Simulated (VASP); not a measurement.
# SiC6 in VASP: further runs

Runs on SiC6. Level: PBE. Tasks: single point.

Program: VASP 6.6.1. These are calculated values, not measurements. Logs are shortened: lines on timing, memory, paths and dates and some standing lists are left out, and cuts for length are marked.

## (1) The cell of the first run

The cell holds an amorphous packing of atoms, 14 atoms: a = 5.263 Å, b = 5.133 Å, c = 5.339 Å, α = 87.44°, β = 86.81°, γ = 90.85°.

## (2) Single point, PBE

The input, INCAR:

```
SYSTEM = SiC6
PREC     = Accurate       ! precision mode
ENCUT    = 520            ! plane-wave cutoff, eV
EDIFF    = 1E-6           ! SCF threshold, eV
ISMEAR   = -1             ! smearing method
SIGMA    = 0.1379         ! smearing width, eV
LREAL    = .FALSE.        ! projectors in reciprocal space
LASPH    = .TRUE.         ! aspherical terms in the spheres
NELM     = 60             ! most SCF steps
ALGO     = Normal         ! electronic algorithm
ISIF     = 2              ! what is computed and relaxed
LWAVE    = .FALSE.        ! write WAVECAR
LCHARG   = .TRUE.         ! write CHGCAR
GGA      = PE             ! functional
LELF     = .TRUE.         ! ELF
LVHAR    = .TRUE.       
ISYM     = 0            
NBANDS   = 41             ! bands
```

The input, KPOINTS:

```
Automatic mesh
0
Gamma
  1 1 1
  0.25 0.25 0.25
```

The input, POSCAR:

```
SiC6
1.0
    5.2607330000     -0.0401340000      0.1481530000
   -0.0401340000      5.1317960000      0.1176100000
    0.1481530000      0.1176100000      5.3357620000
Si C
2 12
Direct
    0.5215913691      1.0620588459      0.7489942267
    1.1182788334      0.7125749639      0.0848792908
    0.7836275429      0.9705041538      0.4824400404
    0.6274774860      0.8227786964      0.0863086332
    0.3373561465      0.1908466146      0.1763502953
    0.3723590162      0.9330825590      0.1690750178
    0.6140917339      0.5905748840      0.9652081474
    1.0309837775      0.9658951023      0.6291121563
    0.1688038069      0.7083852760      0.6966418325
    0.8061853671      0.8644591055      0.2651531654
    0.1675031807      1.1905449384      0.6745244468
    0.1881959778      0.4699568283      0.5577373164
    0.1914785479      0.4061544541      0.2878921611
    0.5000483431      0.3724422974      0.9478024693
```

Potentials or basis: VASP PAW PBE potentials, release 64 (Si, C).

Started as:

```
$ cat potpaw_PBE.64/Si/POTCAR potpaw_PBE.64/C/POTCAR > POTCAR
$ mpirun -np 1 vasp_std > vasp.out
```

OUTCAR:

```text
SYSTEM = SiC6
   PREC = Accurate
   ENCUT = 520
   EDIFF = 1E-6
   ISMEAR = -1
   LREAL = .FALSE.
   LASPH = .TRUE.
   NELM = 60
   ISIF = 2
   GGA = PE
   ISYM = 0

 ion  position               nearest neighbor table
   1  0.522  0.062  0.749-  14 1.95   3 2.00  11 2.04   4 2.24   6 2.40   5 2.55
   2  0.118  0.713  0.085-   6 1.83  13 1.93  10 2.04   9 2.08
   3  0.784  0.971  0.482-  10 1.30   8 1.56   1 2.00
   4  0.627  0.823  0.086-   7 1.38  10 1.40   6 1.52   1 2.24
   5  0.337  0.191  0.176-   6 1.34  13 1.48  14 1.69   1 2.55
   6  0.372  0.933  0.169-   5 1.34   4 1.52   2 1.83   1 2.40
   7  0.614  0.591  0.965-  14 1.27   4 1.38
   8  0.031  0.966  0.629-  11 1.39   9 1.56   3 1.56
   9  0.169  0.708  0.697-  12 1.46   8 1.56   2 2.08
  10  0.806  0.864  0.265-   3 1.30   4 1.40   2 2.04
  11  0.168  0.191  0.675-   8 1.39  12 1.54   1 2.04
  12  0.188  0.470  0.558-   9 1.46  13 1.49  11 1.54
  13  0.191  0.406  0.288-   5 1.48  12 1.49   2 1.93
  14  0.500  0.372  0.948-   7 1.27   5 1.69   1 1.95

IMPORTANT INFORMATION: All symmetrisations will be switched off!
NOSYMM: (Re-)initialisation of all symmetry stuff for point group C_1.

----------------------------------------------------------------------------------------

                                     Primitive cell

  volume of cell :     143.8542

  direct lattice vectors                    reciprocal lattice vectors
     5.260733000 -0.040134000  0.148153000     0.190249624  0.001609753 -0.005317961
    -0.040134000  5.131796000  0.117610000     0.001609753  0.194975659 -0.004342318
     0.148153000  0.117610000  5.335762000    -0.005317961 -0.004342318  0.187658027

  length of vectors
     5.262971760  5.133300404  5.339113929     0.190330743  0.195030650  0.187783577

  position of ions in fractional coordinates (direct lattice)
     0.521591369  0.062058846  0.748994227
     0.118278833  0.712574964  0.084879291
     0.783627543  0.970504154  0.482440040
     0.627477486  0.822778696  0.086308633
     0.337356146  0.190846615  0.176350295
     0.372359016  0.933082559  0.169075018
     0.614091734  0.590574884  0.965208147
     0.030983777  0.965895102  0.629112156
     0.168803807  0.708385276  0.696641832
     0.806185367  0.864459106  0.265153165
     0.167503181  0.190544938  0.674524447
     0.188195978  0.469956828  0.557737316
     0.191478548  0.406154454  0.287892161
     0.500048343  0.372442297  0.947802469

  ion indices of the primitive-cell ions
   primitive index   ion index
                 1           1
                 2           2
                 3           3
                 4           4
                 5           5
                 6           6
                 7           7
                 8           8
                 9           9
                10          10
                11          11
                12          12
                13          13
                14          14

----------------------------------------------------------------------------------------

 KPOINTS: Automatic mesh

Automatic generation of k-mesh.
 Grid dimensions read from file:
 generate k-points for:    1    1    1

 Generating k-lattice:

  Cartesian coordinates                     Fractional coordinates (reciprocal lattice)
     0.190249624  0.001609753 -0.005317961     1.000000000  0.000000000  0.000000000
     0.001609753  0.194975659 -0.004342318    -0.000000000  1.000000000  0.000000000
    -0.005317961 -0.004342318  0.187658027     0.000000000  0.000000000  1.000000000

  Length of vectors
     0.190330743  0.195030650  0.187783577

  Shift w.r.t. Gamma in fractional coordinates (k-lattice)
     0.250000000  0.250000000  0.250000000

 Subroutine IBZKPT returns following result:
 ===========================================

 Found      1 irreducible k-points:

 Following reciprocal coordinates:
            Coordinates               Weight
  0.250000  0.250000  0.250000      2.000000
   k-points           NKPTS =      1   k-points in BZ     NKDIM =      1   number of bands    NBANDS=     41
   number of dos      NEDOS =    301   number of ions     NIONS =     14
   total plane-waves  NPLWV =  64000
   dimension x,y,z NGX =    40 NGY =   40 NGZ =   40
   dimension x,y,z NGXF=    80 NGYF=   80 NGZF=   80
   ions per type =               2  12
   NGX,Y,Z   is equivalent  to a cutoff of  12.64, 12.95, 12.45 a.u.
   NGXF,Y,Z  is equivalent  to a cutoff of  25.27, 25.91, 24.91 a.u.
 SYSTEM =  SiC6
   PREC   = accura    normal or accurate (medium, high low for compatibility)
   ISTART =      0    job   : 0-new  1-cont  2-samecut
   ICHARG =      2    charge: 1-file 2-atom 10-const
   ISPIN  =      1    spin polarized calculation?
   LNONCOLLINEAR =      F non collinear calculations
   LSORBIT =      F    spin-orbit coupling
   LASPH  =      T    aspherical Exc in radial PAW
   ENCUT  =  520.0 eV  38.22 Ry    6.18 a.u.   9.79  9.54  9.93*2*pi/ulx,y,z
   NELM   =     60;   NELMIN=  2; NELMDL= -5     # of ELM steps
   EDIFF  = 0.1E-05   stopping-criterion for ELM
   LREAL  =      F    real-space projection
   EDIFFG = 0.1E-04   stopping-criterion for IOM
   NSW    =      0    number of steps for IOM
   IBRION =     -1    ionic relax: 0-MD 1-quasi-New 2-CG
   NFREE  =      0    steps in history (QN), initial steepest desc. (CG)
   ISIF   =      2    stress and relaxation
   ISYM   =      0    0-nonsym 1-usesym 2-fastsym
   POTIM  = 0.5000    time-step for ionic-motion
   TEBEG  =    0.0;   TEEND  =   0.0 temperature during run
   PSTRESS=    0.0 pullay stress
   NELECT =      56.0000    total number of electrons
   NUPDOWN=      -1.0000    fix difference up-down
   EMIN   =  10.00;   EMAX   =-10.00  energy-range for DOS
   EFERMI =   0.00;   METHOD = LEGACY
   ISMEAR =    -1;   SIGMA  =   0.14  broadening in eV -4-tet -1-fermi 0-gaus
   EFERMI_NEDOS =   21; number of points for ismear=-14 and -15
   IALGO  =     38    algorithm
   IMIX   =      4    mixing-type and parameters
     AMIX     =   0.40;   BMIX     =  1.00
     AMIX_MAG =   1.60;   BMIX_MAG =  1.00
  volume/ion in A,a.u.               =      10.28        69.34
  Fermi-wavevector in a.u.,A,eV,Ry     =   1.195354  2.258892 19.440982  1.428872
  Thomas-Fermi vector in A             =   2.331322
   LORBIT       =      0    0 simple, 1 ext, 2 COOP (PROOUT), +10 PAW based schemes
   GGA     = PE    functional components
   LHFCALC =     F    Hartree Fock is set to
   AEXX    =    0.0000 exact exchange contribution
   IVDW    =     0    specifies the selected vdW correction
   LEPSILON=     F    determine dielectric tensor
   LRPA    =     F    only Hartree local field effects (RPA)
 non-spin polarized calculation
  energy-cutoff  :      520.00
  volume of cell :      143.85
 maximum number of plane-waves:      3877
 NGX is ok and might be reduce to    40
   NGX = 19   NGY = 19   NGZ = 19

 number of electron      56.0000002 magnetization

 Free energy of the ion-electron system (eV)
  ---------------------------------------------------
  ext. energy  EPLUGINS =         0.00000000
  ---------------------------------------------------
  free energy    TOTEN  =      -108.15461222 eV

  energy without entropy =     -108.14075215  energy(sigma->0) =     -108.14768219

 E-fermi :   5.2245     XC(G=0): -10.2426

 val. band max:        4.4538225740   @ k =   0.2500   0.2500   0.2500
 cond. band min:       6.0041760315   @ k =   0.2500   0.2500   0.2500
 fundamental gap:      1.5503534575
 Fermi energy:         5.2245318996

 k-point     1 :       0.2500    0.2500    0.2500
  band No.  band energies     occupation
      1     -12.9616      2.00000
      2     -11.8571      2.00000
      3     -10.9111      2.00000
      4     -10.1241      2.00000
      5      -9.1901      2.00000
      6      -8.4542      2.00000
[... 32 lines left out ...]
     39      11.3843      0.00000
     40      12.0637      0.00000
 [bands above 40 left out]

------------------------ aborting loop because EDIFF is reached ----------------------------------------

  FORCE on cell =-STRESS in cart. coord.  units (eV):
  Direction    XX          YY          ZZ          XY          YZ          ZX
  --------------------------------------------------------------------------------------
  -------------------------------------------------------------------------------------
  Total        2.7381036     -9.4373175     -6.2200250      4.8173207     -3.2922177      6.1151082
  in kB       30.4956486   -105.1081917    -69.2755733     53.6529436    -36.6670978     68.1070619
  external PRESSURE =     -47.9627055 kB  Pullay stress =       0.0000000 kB

 VOLUME and BASIS-vectors are now :
 -----------------------------------------------------------------------------
  energy-cutoff  :      520.00
  volume of cell :      143.85
      direct lattice vectors                 reciprocal lattice vectors
     5.260733000 -0.040134000  0.148153000     0.190249624  0.001609753 -0.005317961
    -0.040134000  5.131796000  0.117610000     0.001609753  0.194975659 -0.004342318
     0.148153000  0.117610000  5.335762000    -0.005317961 -0.004342318  0.187658027

 POSITION                                       TOTAL-FORCE (eV/Angst)
 -----------------------------------------------------------------------------------
      2.85243      0.38563      4.08103        -1.078690      0.537395     -0.631561
      0.60621      3.66203      0.55422        -0.605140     -1.071229      0.193275
      4.15498      5.00572      2.80442         0.993984      0.890532      3.891174
      3.28076      4.20730      0.65025        -3.934043      1.603445     -0.853713
      1.79321      0.98659      1.01339        -0.793995      4.854000      0.252572
      1.94648      4.79333      1.06705         0.219218     -0.305083     -0.736843
      3.34987      3.11958      5.31056         1.281573     -0.175320      0.075403
      0.21744      5.02952      3.47498         0.917373     -0.766356     -1.335682
      0.96281      3.71045      3.82544        -2.053766      0.931200      0.971537
      4.24571      4.43506      1.63590         2.544467     -1.157531     -2.482016
      0.97348      1.05045      3.64633         1.449563      0.083950     -0.893815
      1.05382      2.46977      3.05911        -2.202807     -2.813027     -0.481619
      1.03367      2.11048      1.61226         1.086372      0.550642      1.151565
      2.75609      2.00270      5.17513         2.175891     -3.162617      0.879722
 -----------------------------------------------------------------------------------
    total drift:                                0.000023      0.000197      0.000194

  FREE ENERGIE OF THE ION-ELECTRON SYSTEM (eV)
  ---------------------------------------------------
  free  energy   TOTEN  =      -108.1546122213 eV

  energy  without entropy=     -108.1407521512  energy(sigma->0) =     -108.14768219
```

It took 32 s on 1 thread of Intel Xeon 8259CL, shared host; peak memory 0.22 GiB.

What came out:

```yaml
Free_energy: -108.1546 eV
Pressure: -4.8 GPa
Largest_force: 4.925 eV/Å
Band_gap_on_the_k_mesh: 1.55 eV
```

Forces in eV/Å, atoms in the order of the input:
```
Si  -1.079  0.537 -0.632
Si  -0.605 -1.071  0.193
C    0.994  0.891  3.891
C   -3.934  1.603 -0.854
C   -0.794  4.854  0.253
C    0.219 -0.305 -0.737
C    1.282 -0.175  0.075
C    0.917 -0.766 -1.336
C   -2.054  0.931  0.972
C    2.544 -1.158 -2.482
C    1.450  0.084 -0.894
C   -2.203 -2.813 -0.482
C    1.086  0.551  1.152
C    2.176 -3.163  0.880
```

Caveat: the k points lie up to 1.23 Å⁻¹ apart.

## (3) Single point, PBE

The input, INCAR:

```
ALGO = Normal
EDIFF = 1E-6
ENCUT = 520
GGA = PE
ISIF = 2
ISMEAR = -1
ISYM = 0
LASPH = True
LCHARG = False
LREAL = False
LWAVE = False
NBANDS = 41
NELM = 60
PREC = Accurate
SIGMA = 0.05
```

KPOINTS is that of step 2.

The input, POSCAR:

```
SiC6
1.0
    5.2607330000     -0.0401340000      0.1481530000
   -0.0401340000      5.1317960000      0.1176100000
    0.1481530000      0.1176100000      5.3357620000
Si C
2 12
Direct
    0.5446993613      0.0544948682      0.7498207405
    0.1100570833      0.6989643316      0.1067228107
    0.7961838861      0.9336230782      0.4928566076
    0.6016566812      0.8539747063      0.0533790286
    0.3591833287      0.2305390510      0.1815073863
    0.3529057167      0.9592105856      0.1485032883
    0.6197654251      0.5999562614      0.9454767730
    0.0475283374      0.8972666000      0.6219314147
    0.0940698095      0.6367350512      0.7370122330
    0.8217106749      0.8776381682      0.2409446061
    0.1743084607      0.1145628423      0.6750494011
    0.1284536328      0.3882628435      0.5832637618
    0.1976753786      0.4159925050      0.3193931665
    0.5411257684      0.3625758460      0.9523022295
```

Potentials or basis: VASP PAW PBE potentials, release 64 (Si, C).

Started as:

```
$ cat potpaw_PBE.64/Si/POTCAR potpaw_PBE.64/C/POTCAR > POTCAR
$ mpirun -np 1 vasp_std > vasp.out
```

It took 23 s on 1 thread of Intel Xeon 8259CL, shared host; peak memory 0.22 GiB.

Results (log left out):

* Free energy: -110.7455 eV
* Pressure: -8.7 GPa
* Largest force: 2.102 eV/Å
* Band gap on the k mesh: 1.56 eV

Forces in eV/Å, atoms in the order of the input:
```
Si  -0.215  1.376 -0.928
Si  -0.177  0.745  0.055
C    0.376  0.055 -1.700
C    0.676 -0.781  1.227
C   -1.375  1.130 -0.379
C    0.778 -0.050  0.159
C    0.328  1.330  0.437
C   -1.565 -1.098 -0.074
C   -0.125 -1.816 -0.262
C   -1.570 -0.539  0.489
C    1.566  1.299  0.530
C    0.380  1.701  0.626
C    0.797 -1.555 -0.804
C    0.128 -1.798  0.626
```

Stress tensor (GPa, compression positive):
```
 -0.62   5.42   3.82
  5.42 -10.77 -11.35
  3.82 -11.35 -14.60
```

Levels at points of the mesh, in eV from the valence-band top:
```csv
k point,band 24,band 25,band 26,band 27,band 28,band 29,band 30,band 31,band 32,band 33
"(0.25, 0.25, 0.25)",-2.11,-1.63,-1.36,-0.74,0.00,1.56,2.13,2.42,3.00,3.91
```

Caveat: the k points lie up to 1.23 Å⁻¹ apart.

(Part 1 of 2 ends here.)
